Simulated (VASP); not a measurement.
# BN (Pm) in VASP: further runs

The runs below take BN through single point, with PBE.

All numbers are computed with VASP 6.6.1; they aren't measurements. Logs are shortened: lines on timing, memory, paths and dates and some standing lists are left out, and cuts for length are marked.

### Step 1. The cell of the first run

It takes space group Pm (No. 6, monoclinic). Conventional cell: a = 2.498 Å, b = 6.636 Å, c = 2.498 Å, α = 90.00°, β = 120.00°, γ = 90.00°. Within 1.9 Å of B (site symmetry m) lie 3 N at 1.44 Å. Within 1.9 Å of B (site symmetry m) lie 3 N at 1.40 to 1.49 Å. Within 1.9 Å of N (site symmetry m) lie 3 B at 1.40 to 1.49 Å. N (site symmetry m) has 3 B at 1.44 Å within 1.9 Å.

### Step 2. Single point, PBE

File INCAR:

```
SYSTEM = BN
  ALGO = Normal
  EDIFF = 1E-6
  ENCUT = 600
  GGA = PE
  GGA_COMPAT = .FALSE.
  ISIF = 2
  ISMEAR = -1
  LASPH = .TRUE.
  LCHARG = .FALSE.
  LREAL = .FALSE.
  LWAVE = .FALSE.
  NBANDS = 16
  NELM = 120
  PREC = Accurate
  SIGMA = 0.01
```

File KPOINTS:

```
k-points
0
G
  7 7 3
  0 0 0
```

File POSCAR:

```
BN
1.0
    2.4982400000      0.0000000000      0.0000000000
   -1.2491200000      2.1635390000      0.0000000000
    0.0000000000      0.0000000000      6.6357000000
B N
2 2
Direct
    0.3333333333      0.6666666667      0.2500000000
    0.6666666667      0.3533333333      0.7500000000
    0.3333333333      0.6666666667      0.7500000000
    0.6666666667      0.3333333333      0.2500000000
```

Potentials or basis: VASP PAW PBE potentials, release 64 (B, N).

Command:

```
cat potpaw_PBE.64/B/POTCAR potpaw_PBE.64/N/POTCAR > POTCAR
mpirun -np 1 vasp_std > vasp.out
```

OUTCAR:

```text
SYSTEM = BN
   EDIFF = 1E-6
   ENCUT = 600
   GGA = PE
   ISIF = 2
   ISMEAR = -1
   LASPH = .TRUE.
   LREAL = .FALSE.
   NELM = 120
   PREC = Accurate

 ion  position               nearest neighbor table
   1  0.333  0.667  0.250-   4 1.44   4 1.44   4 1.44
   2  0.667  0.353  0.750-   3 1.40   3 1.44   3 1.49
   3  0.333  0.667  0.750-   2 1.40   2 1.44   2 1.49
   4  0.667  0.333  0.250-   1 1.44   1 1.44   1 1.44

  LATTYP: Found a hexagonal cell.
 ALAT       =     2.4982400000
 C/A-ratio  =     2.6561499296

  Lattice vectors:

 A1 = (   2.4982400000,   0.0000000000,   0.0000000000)
 A2 = (  -1.2491200000,   2.1635390000,   0.0000000000)
 A3 = (   0.0000000000,   0.0000000000,   6.6357000000)

Analysis of symmetry for initial positions (statically):
=====================================================================
 Subroutine PRICEL returns:
 Original cell was already a primitive cell.

 Routine SETGRP: Setting up the symmetry group for a
 hexagonal supercell.

 Subroutine GETGRP returns: Found  2 space group operations
 (whereof  1 operations were pure point group operations)
 out of a pool of 24 trial point group operations.

The static configuration has the point symmetry C_1 .
 The point group associated with its full space group is C_1h.

Analysis of symmetry for dynamics (positions and initial velocities):
=====================================================================
 Subroutine PRICEL returns:
 Original cell was already a primitive cell.

 Routine SETGRP: Setting up the symmetry group for a
 hexagonal supercell.

 Subroutine GETGRP returns: Found  2 space group operations
 (whereof  1 operations were pure point group operations)
 out of a pool of 24 trial point group operations.

The dynamic configuration has the point symmetry C_1 .
 The point group associated with its full space group is C_1h.

 Subroutine INISYM returns: Found  2 space group operations
 (whereof  1 operations are pure point group operations),
 and found     1 'primitive' translations

----------------------------------------------------------------------------------------

                                     Primitive cell

  volume of cell :      35.8662

  direct lattice vectors                    reciprocal lattice vectors
     2.498240000  0.000000000  0.000000000     0.400281798  0.231102837  0.000000000
    -1.249120000  2.163539000  0.000000000     0.000000000  0.462205673  0.000000000
     0.000000000  0.000000000  6.635700000     0.000000000  0.000000000  0.150700002

  length of vectors
     2.498240000  2.498239736  6.635700000     0.462205624  0.462205673  0.150700002

  position of ions in fractional coordinates (direct lattice)
     0.333333333  0.666666667  0.250000000
     0.666666667  0.353333333  0.750000000
     0.333333333  0.666666667  0.750000000
     0.666666667  0.333333333  0.250000000

  ion indices of the primitive-cell ions
   primitive index   ion index
                 1           1
                 2           2
                 3           3
                 4           4

----------------------------------------------------------------------------------------

 KPOINTS: k-points

Automatic generation of k-mesh.
 Grid dimensions read from file:
 generate k-points for:    7    7    3

 Generating k-lattice:

  Cartesian coordinates                     Fractional coordinates (reciprocal lattice)
     0.057183114  0.033014691  0.000000000     0.142857143  0.000000000  0.000000000
     0.000000000  0.066029382  0.000000000     0.000000000  0.142857143  0.000000000
     0.000000000  0.000000000  0.050233334     0.000000000  0.000000000  0.333333333

  Length of vectors
     0.066029375  0.066029382  0.050233334

  Shift w.r.t. Gamma in fractional coordinates (k-lattice)
     0.000000000  0.000000000  0.000000000

 Subroutine IBZKPT returns following result:
 ===========================================

 Found     50 irreducible k-points:

 Following reciprocal coordinates:
            Coordinates               Weight
  0.000000  0.000000  0.000000      1.000000
  0.142857  0.000000  0.000000      2.000000
  0.000000  0.142857  0.000000      2.000000
 -0.142857  0.142857  0.000000      2.000000
  0.285714 -0.000000  0.000000      2.000000
  0.000000  0.285714  0.000000      2.000000
[... 16 lines left out ...]
  0.285714  0.285714  0.000000      2.000000
 -0.285714 -0.428571  0.000000      2.000000
 [... further k-points ...]
   k-points           NKPTS =     50   k-points in BZ     NKDIM =     50   number of bands    NBANDS=     16
   number of dos      NEDOS =    301   number of ions     NIONS =      4
   total plane-waves  NPLWV =  21600
   dimension x,y,z NGX =    20 NGY =   20 NGZ =   54
   dimension x,y,z NGXF=    40 NGYF=   40 NGZF=  108
   ions per type =               2   2
   NGX,Y,Z   is equivalent  to a cutoff of  13.31, 13.31, 13.53 a.u.
   NGXF,Y,Z  is equivalent  to a cutoff of  26.62, 26.62, 27.06 a.u.
 SYSTEM =  BN
   PREC   = accura    normal or accurate (medium, high low for compatibility)
   ISTART =      0    job   : 0-new  1-cont  2-samecut
   ICHARG =      2    charge: 1-file 2-atom 10-const
   ISPIN  =      1    spin polarized calculation?
   LNONCOLLINEAR =      F non collinear calculations
   LSORBIT =      F    spin-orbit coupling
   LASPH  =      T    aspherical Exc in radial PAW
   ENCUT  =  600.0 eV  44.10 Ry    6.64 a.u.   4.99  4.99 13.25*2*pi/ulx,y,z
   NELM   =    120;   NELMIN=  2; NELMDL= -5     # of ELM steps
   EDIFF  = 0.1E-05   stopping-criterion for ELM
   LREAL  =      F    real-space projection
   EDIFFG = 0.1E-04   stopping-criterion for IOM
   NSW    =      0    number of steps for IOM
   IBRION =     -1    ionic relax: 0-MD 1-quasi-New 2-CG
   NFREE  =      0    steps in history (QN), initial steepest desc. (CG)
   ISIF   =      2    stress and relaxation
   ISYM   =      2    0-nonsym 1-usesym 2-fastsym
   POTIM  = 0.5000    time-step for ionic-motion
   TEBEG  =    0.0;   TEEND  =   0.0 temperature during run
   PSTRESS=    0.0 pullay stress
   NELECT =      16.0000    total number of electrons
   NUPDOWN=      -1.0000    fix difference up-down
   EMIN   =  10.00;   EMAX   =-10.00  energy-range for DOS
   EFERMI =   0.00;   METHOD = LEGACY
   ISMEAR =    -1;   SIGMA  =   0.01  broadening in eV -4-tet -1-fermi 0-gaus
   EFERMI_NEDOS =   21; number of points for ismear=-14 and -15
   IALGO  =     38    algorithm
   IMIX   =      4    mixing-type and parameters
     AMIX     =   0.40;   BMIX     =  1.00
     AMIX_MAG =   1.60;   BMIX_MAG =  1.00
  volume/ion in A,a.u.               =       8.97        60.51
  Fermi-wavevector in a.u.,A,eV,Ry     =   1.250891  2.363842 21.289435  1.564729
  Thomas-Fermi vector in A             =   2.384864
   LORBIT       =      0    0 simple, 1 ext, 2 COOP (PROOUT), +10 PAW based schemes
   GGA     = PE    functional components
   LHFCALC =     F    Hartree Fock is set to
   AEXX    =    0.0000 exact exchange contribution
   IVDW    =     0    specifies the selected vdW correction
   LEPSILON=     F    determine dielectric tensor
   LRPA    =     F    only Hartree local field effects (RPA)
 non-spin polarized calculation
  energy-cutoff  :      600.00
  volume of cell :       35.87
 maximum number of plane-waves:      1216
   NGX =  9   NGY =  9   NGZ = 27

 number of electron      15.9999998 magnetization

 Free energy of the ion-electron system (eV)
  ---------------------------------------------------
  ext. energy  EPLUGINS =         0.00000000
  ---------------------------------------------------
  free energy    TOTEN  =       -35.10016468 eV

  energy without entropy =      -35.10016468  energy(sigma->0) =      -35.10016468

 E-fermi :   2.5006     XC(G=0): -10.0881

 val. band max:        2.3012122746   @ k =   0.4286   0.2857   0.0000
 cond. band min:       6.6556827882   @ k =   0.4286   0.4286   0.0000
 fundamental gap:      4.3544705136
 Fermi energy:         2.5006075333

 k-point     1 :       0.0000    0.0000    0.0000
  band No.  band energies     occupation
      1     -15.5339      2.00000
      2     -15.2390      2.00000
      3      -3.9458      2.00000
      4      -1.8189      2.00000
      5       0.4262      2.00000
      6       1.0015      2.00000
[... 8 lines left out ...]
     15      14.9209      0.00000
     16      15.4264      0.00000

 k-point     2 :       0.1429    0.0000    0.0000
  band No.  band energies     occupation
      1     -15.1361      2.00000
      2     -14.8548      2.00000
      3      -3.3975      2.00000
      4      -1.3282      2.00000
      5      -0.7579      2.00000
      6      -0.5129      2.00000
[... 8 lines left out ...]
     15      15.7115      0.00000
     16      16.2032      0.00000

 k-point     3 :       0.0000    0.1429    0.0000
  band No.  band energies     occupation
      1     -15.1333      2.00000
      2     -14.8517      2.00000
      3      -3.4008      2.00000
      4      -1.3330      2.00000
      5      -0.5157      2.00000
      6      -0.3800      2.00000
[... 8 lines left out ...]
     15      15.7698      0.00000
     16      16.3675      0.00000

 k-point     4 :      -0.1429    0.1429    0.0000
  band No.  band energies     occupation
      1     -15.1387      2.00000
      2     -14.8575      2.00000
      3      -3.3944      2.00000
      4      -1.3239      2.00000
      5      -0.9235      2.00000
      6      -0.5133      2.00000
[... 8 lines left out ...]
     15      15.6489      0.00000
     16      16.0859      0.00000
[... 324 lines left out ...]
 k-point    22 :       0.4286    0.4286    0.0000
  band No.  band energies     occupation
      1     -12.1671      2.00000
      2     -12.0805      2.00000
      3      -6.4466      2.00000
      4      -6.3445      2.00000
      5      -2.8663      2.00000
      6      -2.6384      2.00000
[... 8 lines left out ...]
     15      16.7926      0.00000
     16      20.6503      0.00000

 k-point    23 :       0.2857    0.2857    0.0000
  band No.  band energies     occupation
      1     -11.9595      2.00000
      2     -11.8768      2.00000
      3      -5.6997      2.00000
      4      -5.5933      2.00000
      5      -4.3492      2.00000
      6      -4.2745      2.00000
[... 8 lines left out ...]
     15      18.2963      0.00000
     16      19.4833      0.00000

 k-point    24 :      -0.2857   -0.4286    0.0000
  band No.  band energies     occupation
      1     -11.9715      2.00000
      2     -11.8907      2.00000
      3      -5.7153      2.00000
      4      -5.6306      2.00000
      5      -4.2866      2.00000
      6      -4.2443      2.00000
[... 8 lines left out ...]
     15      18.5246      0.00000
     16      19.6492      0.00000

 [... further k-points ...]
[... 5 lines left out ...]
  --------------------------------------------------------------------------------------
  -------------------------------------------------------------------------------------
  Total        2.0815023      0.9720882      0.6138450     -0.3697689      0.0000000      0.0000000
  in kB       92.9826338     43.4240793     27.4210232    -16.5179191      0.0000000      0.0000000
  external PRESSURE =      54.6092454 kB  Pullay stress =       0.0000000 kB

 VOLUME and BASIS-vectors are now :
 -----------------------------------------------------------------------------
  energy-cutoff  :      600.00
  volume of cell :       35.87
      direct lattice vectors                 reciprocal lattice vectors
     2.498240000  0.000000000  0.000000000     0.400281798  0.231102837  0.000000000
    -1.249120000  2.163539000  0.000000000     0.000000000  0.462205673  0.000000000
     0.000000000  0.000000000  6.635700000     0.000000000  0.000000000  0.150700002

 POSITION                                       TOTAL-FORCE (eV/Angst)
 -----------------------------------------------------------------------------------
     -0.00000      1.44236      1.65892         0.000257     -0.000437      0.000000
      1.22414      0.76445      4.97677         1.197661     -1.747192      0.000000
     -0.00000      1.44236      4.97677        -1.197519      1.746397      0.000000
      1.24912      0.72118      1.65892        -0.000398      0.001232      0.000000
 -----------------------------------------------------------------------------------
    total drift:                               -0.000196      0.000260     -0.000000

  FREE ENERGIE OF THE ION-ELECTRON SYSTEM (eV)
  ---------------------------------------------------
  free  energy   TOTEN  =       -35.1001646758 eV

  energy  without entropy=      -35.1001646758  energy(sigma->0) =      -35.10016468
```

Wall time 34 s (1 thread of Intel Xeon Platinum 8488C (Sapphire Rapids), shared host); peak memory 0.16 GiB.

Results:

| Item | Value |
| --- | --- |
| Free energy | -35.1002 eV |
| Pressure | 5.5 GPa |
| Largest force | 2.118 eV/Å |
| Band gap on the k mesh | 4.35 eV, indirect (least direct gap 4.53 eV) |

Forces in eV/Å, atoms in the order of the input:
```
B    0.000  0.000  0.000
B    1.198 -1.747  0.000
N   -1.198  1.746  0.000
N    0.000  0.001  0.000
```

Caveat: this functional lacks dispersion, which binds the layers, so the pressure and a relaxed spacing across them are unreliable; forces of over 1 eV/Å act on the atoms, so gaps and moduli don't describe the material at rest.

### Step 3. Single point, PBE

File INCAR:

```
SYSTEM = BN
  PREC = Accurate
  ENCUT = 600
  EDIFF = 1E-6
  ISMEAR = -1
  SIGMA = 0.01
  LREAL = .False.
  LASPH = .True.
  NELM = 120
  ALGO = Normal
  ISIF = 2
  LWAVE = .False.
  LCHARG = .False.
  GGA = PE
  NBANDS = 16
  GGA_COMPAT = .False.
```

File KPOINTS:

```
Automatic mesh
0
Gamma
  7 7 3
  0 0 0
```

Edit POSCAR of step 2 so:

```diff
@@ -9,3 +9,3 @@
     0.3333333333      0.6666666667      0.2500000000
-    0.6666666667      0.3533333333      0.7500000000
+    0.6666666667      0.3633333333      0.7500000000
     0.3333333333      0.6666666667      0.7500000000
```

Potentials or basis: VASP PAW PBE potentials, release 64 (B, N).

Command:

```
cat potpaw_PBE.64/B/POTCAR potpaw_PBE.64/N/POTCAR > POTCAR
mpirun -np 1 vasp_std > vasp.out
```

Run time: 30 s. Hardware: 1 thread of Intel Xeon Platinum 8488C (Sapphire Rapids), shared host; peak memory 0.16 GiB.

Results (log left out):

```yaml
Free_energy: -35.0341 eV
Pressure: 6.1 GPa
Largest_force: 3.197 eV/Å
Band_gap_on_the_k_mesh: 4.29 eV, indirect (least direct gap 4.45 eV)
```

Forces in eV/Å, atoms in the order of the input:
```
B    0.000 -0.001  0.000
B    1.909 -2.565  0.000
N   -1.909  2.564  0.000
N    0.000  0.002  0.000
```

Stress tensor (GPa, compression positive):
```
11.44 -2.64  0.00
-2.64  4.01  0.00
 0.00  0.00  2.74
```

Levels at points of the mesh, in eV from the valence-band top:
| k point | band 5 | band 6 | band 7 | band 8 | band 9 | band 10 | band 11 | band 12 |
| --- | --- | --- | --- | --- | --- | --- | --- | --- |
| (0.00, 0.00, 0.00) | -2.16 | -1.30 | -1.30 | -0.43 | 5.27 | 10.36 | 10.51 | 11.67 |

Caveat: this functional lacks dispersion, which binds the layers, so the pressure and a relaxed spacing across them are unreliable; forces of over 1 eV/Å act on the atoms, so gaps and moduli don't describe the material at rest.
